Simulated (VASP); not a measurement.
# Be2C (Fm-3m) in VASP: further runs, part 2 of 2

VASP 6.6.1. The steps go on from the part before.

## Step 4: Phonons, r2SCAN

This run uses another cell than the first one, of 6.51 Å³/atom.

Contents of INCAR:

```
SYSTEM = Be2C
PREC     = Accurate       ! precision mode
ENCUT    = 660            ! plane-wave cutoff, eV
EDIFF    = 1E-8           ! SCF threshold, eV
ISMEAR   = 0              ! smearing method
SIGMA    = 0.01           ! smearing width, eV
LREAL    = .FALSE.        ! projectors in reciprocal space
LASPH    = .TRUE.         ! aspherical terms in the spheres
NELM     = 120            ! most SCF steps
ALGO     = Normal         ! electronic algorithm
ISIF     = 2              ! what is computed and relaxed
LWAVE    = .FALSE.        ! write WAVECAR
LCHARG   = .TRUE.         ! write CHGCAR
METAGGA  = R2SCAN         ! meta-GGA
LMIXTAU  = .TRUE.       
IBRION   = 6              ! ionic algorithm
NFREE    = 2            
POTIM    = 0.015          ! step
NSW      = 1              ! ionic steps
GGA_COMPAT= .FALSE.
```

Contents of KPOINTS:

```
regular mesh
0
G
  10 10 10
  0 0 0
```

Contents of POSCAR:

```
Be2C
1.0
    2.1375559260      2.1375559260      0.0000000000
   -2.1375559260      2.1375559260      0.0000000000
    0.0000000000      2.1375559260      2.1375559260
Be C
2 1
Direct
    0.2500000000      0.7500000000      0.5000000000
    0.7500000000      0.2500000000      0.5000000000
    0.0000000000      0.0000000000      0.0000000000
```

Potentials or basis: VASP PAW PBE potentials, release 64 (Be, C).

The run is started by

```sh
$ cat potpaw_PBE.64/Be/POTCAR potpaw_PBE.64/C/POTCAR > POTCAR
$ mpirun -np 1 vasp_std > vasp.out
```

OUTCAR:

```text
SYSTEM = Be2C
   PREC = Accurate
   ENCUT = 660
   EDIFF = 1E-8
   ISMEAR = 0
   LREAL = .FALSE.
   LASPH = .TRUE.
   NELM = 120
   ISIF = 2
   METAGGA = R2SCAN
   IBRION = 6
   NFREE = 2
   POTIM = 0.015
   NSW = 1

 ion  position               nearest neighbor table
   1  0.250  0.750  0.500-   3 1.85   3 1.85   3 1.85   3 1.85   2 2.14   2 2.14   2 2.14   2 2.14
                             2 2.14   2 2.14
   2  0.750  0.250  0.500-   3 1.85   3 1.85   3 1.85   3 1.85   1 2.14   1 2.14   1 2.14   1 2.14
                             1 2.14   1 2.14
   3  0.000  0.000  0.000-   2 1.85   1 1.85   1 1.85   2 1.85   1 1.85   2 1.85   2 1.85   1 1.85

  LATTYP: Found a face centered cubic cell.
 ALAT       =     4.2751118520

  Lattice vectors:

 A1 = (   0.0000000000,   2.1375559260,   2.1375559260)
 A2 = (   2.1375559260,   0.0000000000,   2.1375559260)
 A3 = (   2.1375559260,   2.1375559260,   0.0000000000)

Analysis of symmetry for initial positions (statically):
=====================================================================
 Subroutine PRICEL returns:
 Original cell was already a primitive cell.

 Routine SETGRP: Setting up the symmetry group for a
 face centered cubic supercell.

 Subroutine GETGRP returns: Found 48 space group operations
 (whereof 48 operations were pure point group operations)
 out of a pool of 48 trial point group operations.

The static configuration has the point symmetry O_h .

Analysis of symmetry for dynamics (positions and initial velocities):
=====================================================================
 Subroutine PRICEL returns:
 Original cell was already a primitive cell.

 Routine SETGRP: Setting up the symmetry group for a
 face centered cubic supercell.

 Subroutine GETGRP returns: Found 48 space group operations
 (whereof 48 operations were pure point group operations)
 out of a pool of 48 trial point group operations.

The dynamic configuration has the point symmetry O_h .

 Subroutine INISYM returns: Found 48 space group operations
 (whereof 48 operations are pure point group operations),
 and found     1 'primitive' translations

----------------------------------------------------------------------------------------

                                     Primitive cell

  volume of cell :      19.5336

  direct lattice vectors                    reciprocal lattice vectors
     2.137555926  2.137555926  0.000000000     0.233912009  0.233912009 -0.233912009
    -2.137555926  2.137555926  0.000000000    -0.233912009  0.233912009 -0.233912009
     0.000000000  2.137555926  2.137555926     0.000000000  0.000000000  0.467824017

  length of vectors
     3.022960581  3.022960581  3.022960581     0.405147483  0.405147483  0.467824017

  position of ions in fractional coordinates (direct lattice)
     0.250000000  0.750000000  0.500000000
     0.750000000  0.250000000  0.500000000
     0.000000000  0.000000000  0.000000000

[... 109 lines left out ...]
 non-spin polarized calculation
 Gauss-broadening in eV      SIGMA  =   0.01
  energy-cutoff  :      660.00
  volume of cell :       19.53
 maximum number of plane-waves:       763
 NGX is ok and might be reduce to    28
   NGX = 13   NGY = 13   NGZ = 13

--------------------------------------- Ionic step        1  -------------------------------------------

 number of electron       8.0000000 magnetization

 Free energy of the ion-electron system (eV)
  ---------------------------------------------------
  ext. energy  EPLUGINS =         0.00000000
  ---------------------------------------------------
  free energy    TOTEN  =       -19.45814660 eV

  energy without entropy =      -19.45814660  energy(sigma->0) =      -19.45814660

------------------------ aborting loop because EDIFF is reached ----------------------------------------

  FORCE on cell =-STRESS in cart. coord.  units (eV):
  Direction    XX          YY          ZZ          XY          YZ          ZX
  --------------------------------------------------------------------------------------
  -------------------------------------------------------------------------------------
  Total        0.9496404      0.9496404      0.9496404      0.0000000     -0.0000000      0.0000000
  in kB       77.8910079     77.8910079     77.8910079      0.0000000     -0.0000000      0.0000000
  external PRESSURE =      77.8910079 kB  Pullay stress =       0.0000000 kB
[... 135 lines left out ...]
--------------------------------------- Ionic step        5  -------------------------------------------

 number of electron       8.0000000 magnetization

 Free energy of the ion-electron system (eV)
  ---------------------------------------------------
  ext. energy  EPLUGINS =         0.00000000
  ---------------------------------------------------
  free energy    TOTEN  =       -19.45679079 eV

  energy without entropy =      -19.45679079  energy(sigma->0) =      -19.45679079

 E-fermi :   8.1920     XC(G=0): -12.1825

 val. band max:        8.0836486111   @ k =   0.0000   0.0000   0.0000
 cond. band min:       9.6237590052   @ k =   0.0000  -1.0000  -0.5000
 fundamental gap:      1.5401103941
 Fermi energy:         8.1920106045

 k-point     1 :       0.0000    0.0000    0.0000
  band No.  band energies     occupation
      1      -8.1406      2.00000
      2       8.0790      2.00000
      3       8.0790      2.00000
      4       8.0836      2.00000
      5      12.7765      0.00000
      6      12.7804      0.00000
      7      12.7804      0.00000
      8      15.9283      0.00000
[... 243 lines left out ...]
 k-point    24 :       0.4000    0.3000    0.0000
  band No.  band energies     occupation
      1      -4.2779      2.00000
      2       0.1475      2.00000
      3       2.0817      2.00000
      4       4.2059      2.00000
      5      12.4131      0.00000
      6      18.4409      0.00000
      7      19.0746      0.00000
      8      20.0627      0.00000

 [... further k-points ...]
[... 5 lines left out ...]
  --------------------------------------------------------------------------------------
  -------------------------------------------------------------------------------------
  Total        0.9538405      0.9532630      0.9532630      0.0000000      0.0000000      0.0000000
  in kB       78.2355052     78.1881373     78.1881373      0.0000000      0.0000000      0.0000000
  external PRESSURE =      78.2039266 kB  Pullay stress =       0.0000000 kB
[... 18 lines left out ...]
  FREE ENERGIE OF THE ION-ELECTRON SYSTEM (eV)
  ---------------------------------------------------
  free  energy   TOTEN  =       -19.4567907899 eV

  energy  without entropy=      -19.4567907899  energy(sigma->0) =      -19.45679079

 INTERNAL STRAIN TENSORS FROM DISPLACED ATOMS
 ============================================

 INTERNAL STRAIN TENSOR FOR ION    1 for displacements in x,y,z  (eV/Angst):
          X           Y           Z          XY          YZ          ZX
  --------------------------------------------------------------------------------
  x     0.00000     0.00000     0.00000     0.00000     1.85297    -0.00000
  y     0.00000    -0.00000     0.00000    -0.00000     0.00000     1.85297
  z     0.00000     0.00000     0.00000     1.85297     0.00000     0.00000

 INTERNAL STRAIN TENSOR FOR ION    3 for displacements in x,y,z  (eV/Angst):
          X           Y           Z          XY          YZ          ZX
  --------------------------------------------------------------------------------
  x     0.00000     0.00000     0.00000     0.00000     0.00000     0.00000
  y     0.00000     0.00000     0.00000     0.00000     0.00000     0.00000
  z     0.00000     0.00000     0.00000     0.00000     0.00000     0.00000

 Eigenvectors and eigenvalues of the dynamical matrix
 ----------------------------------------------------

   1 f  =   22.078366 THz   138.722467 2PiTHz  736.455028 cm-1    91.308745 meV
             X         Y         Z           dx          dy          dz
     -1.068778  3.206334  1.068778    -0.000700    0.573407   -0.413768
      1.068778  3.206334  1.068778     0.000700   -0.573407    0.413768
      0.000000  0.000000  0.000000     0.000000    0.000000    0.000000
[... 43 lines left out ...]
   9 f/i=    0.000682 THz     0.004287 2PiTHz    0.022758 cm-1     0.002822 meV
             X         Y         Z           dx          dy          dz
     -1.068778  3.206334  1.068778     0.547155    0.026470    0.000000
      1.068778  3.206334  1.068778     0.547155    0.026470   -0.000000
      0.000000  0.000000  0.000000     0.631591    0.030555    0.000000

 ELASTIC MODULI CONTR FROM IONIC RELAXATION (kBar)
 Direction    XX          YY          ZZ          XY          YZ          ZX
 --------------------------------------------------------------------------------
 XX          -0.0000      0.0000      0.0000      0.0000     -0.0000     -0.0000
 YY           0.0000     -0.0000      0.0000      0.0000      0.0000      0.0000
 ZZ           0.0000      0.0000     -0.0000     -0.0000      0.0000     -0.0000
 XY           0.0000      0.0000     -0.0000    -31.3325      0.0000     -0.0000
 YZ          -0.0000      0.0000      0.0000      0.0000    -31.3325     -0.0000
 ZX          -0.0000      0.0000     -0.0000     -0.0000     -0.0000    -31.3325
 --------------------------------------------------------------------------------
```

It took 6.5 min on 1 thread of AMD EPYC 9R45 (Zen 5), shared host; peak memory 0.18 GiB.

Results:

```
Highest phonon frequency at Γ : 736 cm⁻¹
```

Phonon frequencies in cm⁻¹ (negative: imaginary):
```csv
q point,frequencies
"(0.000, 0.000, 0.000)",0 0 0 675 675 675 736 736 736
```

Caveat: the cell stands under pressure or tension, which shifts response properties; the PAW data sets were made with another functional, which shifts forces and pressure a little.
